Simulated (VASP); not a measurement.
# Sb (P2_1/m) in VASP: a series of runs

Sb is run at these levels: PBE; tasks: single point, relaxation of cell and atoms.

Program: VASP 6.6.1. These are calculated values, not measurements. Logs are shortened: lines on timing, memory, paths and dates and some standing lists are left out, and cuts for length are marked.

## 1. The cell of the first run

The typed cell holds 2 atoms: a = 3.092 Å, b = 4.403 Å, c = 4.408 Å, α = 90.00°, β = 89.99°, γ = 90.00°.

This isn't the form of Sb at room conditions, which is rhombohedral.

## 2. Single point, PBE

INCAR

```
SYSTEM = Sb
PREC = Accurate ; ENCUT = 520
EDIFF = 1E-6 ; ISMEAR = 0
SIGMA = 0.1 ; LREAL = .FALSE.
LASPH = .TRUE. ; NELM = 100
ALGO = Normal ; ISIF = 2
LWAVE = .FALSE. ; LCHARG = .FALSE.
GGA = PE ; NBANDS = 12
```

KPOINTS

```
regular mesh
0
G
  12 8 8
  0 0 0
```

POSCAR

```
Sb
1.0
    3.0919561624      0.0000000000      0.0139139096
    0.0000000000      4.4030396249      0.0000000000
   -0.0189023859      0.0000000000      4.4081143217
Sb
2
Direct
    0.9999695226      0.7500000000      0.7502026343
    0.0000304774      0.2500000000      0.2497973657
```

Potentials or basis: VASP PAW PBE potentials, release 64 (Sb).

Command:

```sh
$ cat potpaw_PBE.64/Sb/POTCAR > POTCAR
$ mpirun -np 1 vasp_std > vasp.out
```

OUTCAR:

```text
SYSTEM = Sb
   PREC = Accurate
   ENCUT = 520
   EDIFF = 1E-6
   ISMEAR = 0
   LREAL = .FALSE.
   LASPH = .TRUE.
   NELM = 100
   ISIF = 2
   GGA = PE

 ion  position               nearest neighbor table
   1  1.000  0.750  0.750-   2 3.11   2 3.11   2 3.12   2 3.12
   2  0.000  0.250  0.250-   1 3.11   1 3.11   1 3.12   1 3.12

  LATTYP: Found a simple monoclinic cell.
 ALAT       =     3.0919874688
 B/A-ratio  =     1.4240159992
 C/A-ratio  =     1.4256703475
 COS(beta)  =    -0.0002119416

  Lattice vectors:

 A1 = (   3.0919561624,   0.0000000000,   0.0139139096)
 A2 = (   0.0000000000,  -4.4030396249,   0.0000000000)
 A3 = (   0.0189023859,   0.0000000000,  -4.4081143217)

Analysis of symmetry for initial positions (statically):
=====================================================================
 Subroutine PRICEL returns:
 Original cell was already a primitive cell.

 Routine SETGRP: Setting up the symmetry group for a
 simple monoclinic supercell.

 Subroutine GETGRP returns: Found  4 space group operations
 (whereof  2 operations were pure point group operations)
 out of a pool of  4 trial point group operations.

The static configuration has the point symmetry S_2 .
 The point group associated with its full space group is C_2h.

Analysis of symmetry for dynamics (positions and initial velocities):
=====================================================================
 Subroutine PRICEL returns:
 Original cell was already a primitive cell.

 Routine SETGRP: Setting up the symmetry group for a
 simple monoclinic supercell.

 Subroutine GETGRP returns: Found  4 space group operations
 (whereof  2 operations were pure point group operations)
 out of a pool of  4 trial point group operations.

The dynamic configuration has the point symmetry S_2 .
 The point group associated with its full space group is C_2h.

 Subroutine INISYM returns: Found  4 space group operations
 (whereof  2 operations are pure point group operations),
 and found     1 'primitive' translations

----------------------------------------------------------------------------------------

                                     Primitive cell

  volume of cell :      60.0133

  direct lattice vectors                    reciprocal lattice vectors
     3.091956162  0.000000000  0.013913910     0.323413610  0.000000000  0.001386826
     0.000000000  4.403039625  0.000000000     0.000000000  0.227115830  0.000000000
    -0.018902386  0.000000000  4.408114322    -0.001020833  0.000000000  0.226849993

  length of vectors
     3.091987469  4.403039625  4.408154849     0.323416583  0.227115830  0.226852290

  position of ions in fractional coordinates (direct lattice)
     0.999969523  0.750000000  0.750202634
     0.000030477  0.250000000  0.249797366

  ion indices of the primitive-cell ions
   primitive index   ion index
                 1           1
                 2           2

----------------------------------------------------------------------------------------

 KPOINTS: regular mesh

Automatic generation of k-mesh.
 Grid dimensions read from file:
 generate k-points for:   12    8    8

 Generating k-lattice:

  Cartesian coordinates                     Fractional coordinates (reciprocal lattice)
     0.026951134  0.000000000  0.000115569     0.083333333  0.000000000  0.000000000
     0.000000000  0.028389479  0.000000000     0.000000000  0.125000000  0.000000000
    -0.000127604  0.000000000  0.028356249     0.000000000  0.000000000  0.125000000

  Length of vectors
     0.026951382  0.028389479  0.028356536

  Shift w.r.t. Gamma in fractional coordinates (k-lattice)
     0.000000000  0.000000000  0.000000000

 Subroutine IBZKPT returns following result:
 ===========================================

 Found    250 irreducible k-points:

 Following reciprocal coordinates:
            Coordinates               Weight
  0.000000  0.000000  0.000000      1.000000
  0.083333  0.000000 -0.000000      2.000000
  0.166667  0.000000  0.000000      2.000000
  0.250000  0.000000 -0.000000      2.000000
  0.333333  0.000000  0.000000      2.000000
  0.416667  0.000000 -0.000000      2.000000
[... 16 lines left out ...]
  0.083333  0.375000 -0.000000      4.000000
  0.166667  0.375000  0.000000      4.000000
 [... further k-points ...]
   k-points           NKPTS =    250   k-points in BZ     NKDIM =    250   number of bands    NBANDS=     12
   number of dos      NEDOS =    301   number of ions     NIONS =      2
   total plane-waves  NPLWV =  31104
   dimension x,y,z NGX =    24 NGY =   36 NGZ =   36
   dimension x,y,z NGXF=    48 NGYF=   72 NGZF=   72
   ions per type =               2
   NGX,Y,Z   is equivalent  to a cutoff of  12.90, 13.59, 13.58 a.u.
   NGXF,Y,Z  is equivalent  to a cutoff of  25.81, 27.19, 27.15 a.u.
 SYSTEM =  Sb
   PREC   = accura    normal or accurate (medium, high low for compatibility)
   ISTART =      0    job   : 0-new  1-cont  2-samecut
   ICHARG =      2    charge: 1-file 2-atom 10-const
   ISPIN  =      1    spin polarized calculation?
   LNONCOLLINEAR =      F non collinear calculations
   LSORBIT =      F    spin-orbit coupling
   LASPH  =      T    aspherical Exc in radial PAW
   ENCUT  =  520.0 eV  38.22 Ry    6.18 a.u.   5.75  8.19  8.20*2*pi/ulx,y,z
   NELM   =    100;   NELMIN=  2; NELMDL= -5     # of ELM steps
   EDIFF  = 0.1E-05   stopping-criterion for ELM
   LREAL  =      F    real-space projection
   EDIFFG = 0.1E-04   stopping-criterion for IOM
   NSW    =      0    number of steps for IOM
   IBRION =     -1    ionic relax: 0-MD 1-quasi-New 2-CG
   NFREE  =      0    steps in history (QN), initial steepest desc. (CG)
   ISIF   =      2    stress and relaxation
   ISYM   =      2    0-nonsym 1-usesym 2-fastsym
   POTIM  = 0.5000    time-step for ionic-motion
   TEBEG  =    0.0;   TEEND  =   0.0 temperature during run
   PSTRESS=    0.0 pullay stress
   NELECT =      10.0000    total number of electrons
   NUPDOWN=      -1.0000    fix difference up-down
   EMIN   =  10.00;   EMAX   =-10.00  energy-range for DOS
   EFERMI =   0.00;   METHOD = LEGACY
   ISMEAR =     0;   SIGMA  =   0.10  broadening in eV -4-tet -1-fermi 0-gaus
   EFERMI_NEDOS =   21; number of points for ismear=-14 and -15
   IALGO  =     38    algorithm
   IMIX   =      4    mixing-type and parameters
     AMIX     =   0.40;   BMIX     =  1.00
     AMIX_MAG =   1.60;   BMIX_MAG =  1.00
  volume/ion in A,a.u.               =      30.01       202.49
  Fermi-wavevector in a.u.,A,eV,Ry     =   0.900864  1.702386 11.041883  0.811556
  Thomas-Fermi vector in A             =   2.023874
   LORBIT       =      0    0 simple, 1 ext, 2 COOP (PROOUT), +10 PAW based schemes
   GGA     = PE    functional components
   LHFCALC =     F    Hartree Fock is set to
   AEXX    =    0.0000 exact exchange contribution
   IVDW    =     0    specifies the selected vdW correction
   LEPSILON=     F    determine dielectric tensor
   LRPA    =     F    only Hartree local field effects (RPA)
 non-spin polarized calculation
 Gauss-broadening in eV      SIGMA  =   0.10
  energy-cutoff  :      520.00
  volume of cell :       60.01
 maximum number of plane-waves:      1652
   NGX = 11   NGY = 17   NGZ = 17

 number of electron      10.0000000 magnetization

 number of electron       9.9999998 magnetization

 Free energy of the ion-electron system (eV)
  ---------------------------------------------------
  ext. energy  EPLUGINS =         0.00000000
  ---------------------------------------------------
  free energy    TOTEN  =        -8.17938830 eV

  energy without entropy =       -8.17541778  energy(sigma->0) =       -8.17740304

 E-fermi :   7.0998     XC(G=0):  -9.6000

 val. band max:        7.0511379049   @ k =   0.4167   0.2500   0.2500
 cond. band min:       7.1001035889   @ k =   0.1667   0.3750   0.1250
 fundamental gap:      0.0489656840
 Fermi energy:         7.0998293944

 k-point     1 :       0.0000    0.0000    0.0000
  band No.  band energies     occupation
      1      -5.2821      2.00000
      2      -0.4139      2.00000
      3       3.5337      2.00000
      4       3.5468      2.00000
      5       9.2592      0.00000
      6      10.2401      0.00000
      7      10.2455      0.00000
      8      10.4501      0.00000
      9      13.9277      0.00000
     10      14.0103      0.00000
     11      14.4079      0.00000
     12      15.2959      0.00000

 k-point     2 :       0.0833    0.0000   -0.0000
  band No.  band energies     occupation
      1      -5.1804      2.00000
      2      -0.3083      2.00000
      3       3.6290      2.00000
      4       3.6422      2.00000
      5       9.2244      0.00000
      6       9.3554      0.00000
      7      10.3406      0.00000
      8      10.3460      0.00000
      9      13.4275      0.00000
     10      14.0086      0.00000
     11      14.5953      0.00000
     12      16.1555      0.00000

 k-point     3 :       0.1667    0.0000    0.0000
  band No.  band energies     occupation
      1      -4.8788      2.00000
      2       0.0077      2.00000
      3       3.9060      2.00000
      4       3.9191      2.00000
      5       7.1665      0.34591
      6       9.6424      0.00000
      7      10.6319      0.00000
      8      10.6374      0.00000
      9      11.5022      0.00000
     10      14.2493      0.00000
     11      15.0243      0.00000
     12      16.4408      0.00000
[... 286 lines left out ...]
 k-point    23 :       0.0833    0.3750   -0.0000
  band No.  band energies     occupation
      1      -4.1894      2.00000
      2      -2.5483      2.00000
      3       4.8593      2.00000
      4       5.2816      2.00000
      5       6.9388      1.97725
      6       7.2733      0.01413
      7      10.2011      0.00000
      8      11.6817      0.00000
      9      13.0640      0.00000
     10      16.5274      0.00000
     11      17.7756      0.00000
     12      17.8352      0.00000

 k-point    24 :       0.1667    0.3750    0.0000
  band No.  band energies     occupation
      1      -3.8870      2.00000
      2      -2.2433      2.00000
      3       5.1390      2.00000
      4       5.5654      2.00000
      5       7.2218      0.08464
      6       7.4777      0.00000
      7       8.2516      0.00000
      8       9.6936      0.00000
      9      13.3336      0.00000
     10      17.0270      0.00000
     11      17.3748      0.00000
     12      17.7884      0.00000

 [... further k-points ...]

------------------------ aborting loop because EDIFF is reached ----------------------------------------

  FORCE on cell =-STRESS in cart. coord.  units (eV):
  Direction    XX          YY          ZZ          XY          YZ          ZX
  --------------------------------------------------------------------------------------
  -------------------------------------------------------------------------------------
  Total       -0.0249689      0.0052998     -0.0056224      0.0000000      0.0000000     -0.0013776
  in kB       -0.6665952      0.1414892     -0.1501021      0.0000000      0.0000000     -0.0367769
  external PRESSURE =      -0.2250693 kB  Pullay stress =       0.0000000 kB

 VOLUME and BASIS-vectors are now :
 -----------------------------------------------------------------------------
  energy-cutoff  :      520.00
  volume of cell :       60.01
      direct lattice vectors                 reciprocal lattice vectors
     3.091956162  0.000000000  0.013913910     0.323413610  0.000000000  0.001386826
     0.000000000  4.403039625  0.000000000     0.000000000  0.227115830  0.000000000
    -0.018902386  0.000000000  4.408114322    -0.001020833  0.000000000  0.226849993

 POSITION                                       TOTAL-FORCE (eV/Angst)
 -----------------------------------------------------------------------------------
      3.07768      3.30228      3.32089         0.000105      0.000000     -0.001810
     -0.00463      1.10076      1.10114        -0.000105     -0.000000      0.001810
 -----------------------------------------------------------------------------------
    total drift:                               -0.000000      0.000000     -0.000000

  FREE ENERGIE OF THE ION-ELECTRON SYSTEM (eV)
  ---------------------------------------------------
  free  energy   TOTEN  =        -8.1793882951 eV

  energy  without entropy=       -8.1754177779  energy(sigma->0) =       -8.17740304
```

Run time: 76 s. Hardware: 1 thread of Intel Xeon Platinum 8259CL at 2.50GHz (Skylake/Cascade Lake), shared host; peak memory 0.29 GiB.

What came out:

```yaml
Free_energy: -8.1794 eV
Pressure: 0.0 GPa
Band_gap_on_the_k_mesh: zero (bands 5 and 6 overlap by 8.59 eV)
```

Levels at points of the mesh, in eV from the Fermi level:
```csv
k point,band 1,band 2,band 3,band 4,band 5,band 6,band 7,band 8,band 9,band 10
"(0.00, 0.00, 0.00)",-12.38,-7.51,-3.57,-3.55,2.16,3.14,3.15,3.35,6.83,6.91
"(0.50, 0.00, 0.00)",-9.92,-5.60,-4.60,-1.73,-1.61,-1.60,4.77,4.79,4.85,5.18
"(0.00, 0.50, 0.00)",-10.65,-10.65,-1.41,-1.41,-1.00,-1.00,4.98,4.98,8.00,8.00
"(0.50, 0.50, 0.00)",-8.14,-8.14,-4.01,-4.01,0.62,0.62,1.47,1.47,5.52,5.52
"(0.00, 0.00, 0.50)",-10.66,-10.65,-1.41,-1.39,-0.99,-0.99,4.98,4.98,7.97,7.97
"(0.50, 0.00, 0.50)",-8.15,-8.14,-4.01,-4.01,0.62,0.63,1.49,1.49,5.52,5.53
"(0.00, 0.50, 0.50)",-10.02,-10.02,-5.57,-5.57,5.10,5.10,5.31,5.31,8.93,8.93
"(0.50, 0.50, 0.50)",-7.40,-7.40,-3.60,-3.60,-3.49,-3.49,2.17,2.17,7.18,7.18
```

Caveat: spin-orbit coupling is left out, which moves the levels of the heavy elements.

## 3. Relaxation of cell and atoms, PBE

This run uses another cell than the first one, of 29.90 Å³/atom.

INCAR

```
SYSTEM = Sb
PREC = Accurate
ENCUT = 600
EDIFF = 1E-7
ISMEAR = 0
SIGMA = 0.1
LREAL = .False.
LASPH = .True.
NELM = 60
ALGO = Normal
ISIF = 3
LWAVE = .False.
LCHARG = .False.
GGA = PE
IBRION = 2
NSW = 90
EDIFFG = -0.02
```

KPOINTS

```
regular mesh
0
Gamma
  12 8 8
  0 0 0
```

POSCAR

```
Sb
1.0
    3.1224020000      0.0000000000      0.0000000000
    0.0000000000      4.3475180000      0.0000000000
   -0.0389150000      0.0000000000      4.4058520000
Sb
2
Direct
    0.9886110000      0.7500000000      0.7588340000
    0.0113890000      0.2500000000      0.2411660000
```

Potentials or basis: VASP PAW PBE potentials, release 64 (Sb).

Command:

```sh
$ cat potpaw_PBE.64/Sb/POTCAR > POTCAR
$ mpirun -np 1 vasp_std > vasp.out
```

It took 7.9 min on 1 thread of Intel Xeon Platinum 8259CL at 2.50GHz (Skylake/Cascade Lake), shared host; peak memory 0.31 GiB.

The run converged. Its results:

```
Free energy                           : -8.1791 eV
Relaxed volume                        : 29.98 Å³/atom
Relaxed cell                          : a = 3.088 Å, b = 4.415 Å, c = 4.397 Å, α = 90.00°, β = 89.80°, γ = 90.00°
Space group after relaxing (to 0.1 Å) : Pm-3m (No. 221)
Energy gained by relaxing             : 4.9 meV/atom
Ionic steps                           : 11
Pressure after relaxing               : 0.0 GPa
Largest force after relaxing          : 0.017 eV/Å
Band gap on the k mesh                : zero (bands 5 and 6 overlap by 8.57 eV)
```

Forces on the atoms (eV/Å):
```
Sb   0.017  0.000  0.005
Sb  -0.017  0.000 -0.005
```

Stress tensor (GPa, compression positive):
```
 0.10  0.00 -0.06
 0.00 -0.05  0.00
-0.06  0.00  0.05
```

Step by step:
| step | energy change (eV) | largest force (eV/Å) | pressure (GPa) | volume (Å³) |
| --- | --- | --- | --- | --- |
| 1 | 0.0000 | 0.1154 | 0.35 | 59.81 |
| 2 | -0.0059 | 0.0873 | -0.25 | 60.36 |
| 3 | -0.0060 | 0.0842 | -0.30 | 60.42 |
| 4 | -0.0071 | 0.0759 | 0.06 | 60.01 |
| 5 | -0.0072 | 0.0727 | 0.18 | 59.87 |
| 6 | -0.0082 | 0.0587 | 0.17 | 59.86 |
| 7 | -0.0092 | 0.0257 | 0.18 | 59.80 |
| 8 | -0.0097 | 0.0179 | -0.12 | 60.11 |
| 9 | -0.0097 | 0.0179 | -0.10 | 60.09 |
| 10 | -0.0099 | 0.0171 | 0.05 | 59.94 |
| 11 | -0.0099 | 0.0171 | 0.03 | 59.95 |

Final structure:
```xyz
2
Lattice="3.0884 0.0000 0.0190 0.0000 4.4146 0.0000 -0.0114 0.0000 4.3972" Properties=species:S:1:pos:R:3 pbc="T T T"
Sb    3.0640    3.3109    3.3147
Sb    0.0131    1.1036    1.1015
```

Levels at points of the mesh, in eV from the Fermi level:
```
           k point  band 2  band 3  band 4  band 5  band 6  band 7  band 8  band 9
(0.00, 0.00, 0.00)   -7.52   -3.59   -3.54    2.15    3.13    3.14    3.38    6.89
(0.50, 0.00, 0.00)   -5.61   -4.59   -1.75   -1.62   -1.57    4.73    4.77    4.86
(0.00, 0.50, 0.00)  -10.66   -1.40   -1.40   -0.98   -0.98    5.00    5.00    7.94
(0.50, 0.50, 0.00)   -8.14   -4.02   -4.02    0.64    0.64    1.51    1.51    5.53
(0.00, 0.00, 0.50)  -10.64   -1.44   -1.41   -1.03   -1.02    5.00    5.02    8.03
(0.50, 0.00, 0.50)   -8.12   -4.02   -4.01    0.59    0.63    1.46    1.47    5.51
(0.00, 0.50, 0.50)  -10.03   -5.57   -5.57    5.09    5.09    5.34    5.34    8.94
(0.50, 0.50, 0.50)   -7.40   -3.61   -3.61   -3.48   -3.48    2.16    2.16    7.18
```

Caveat: spin-orbit coupling is left out, which moves the levels of the heavy elements.
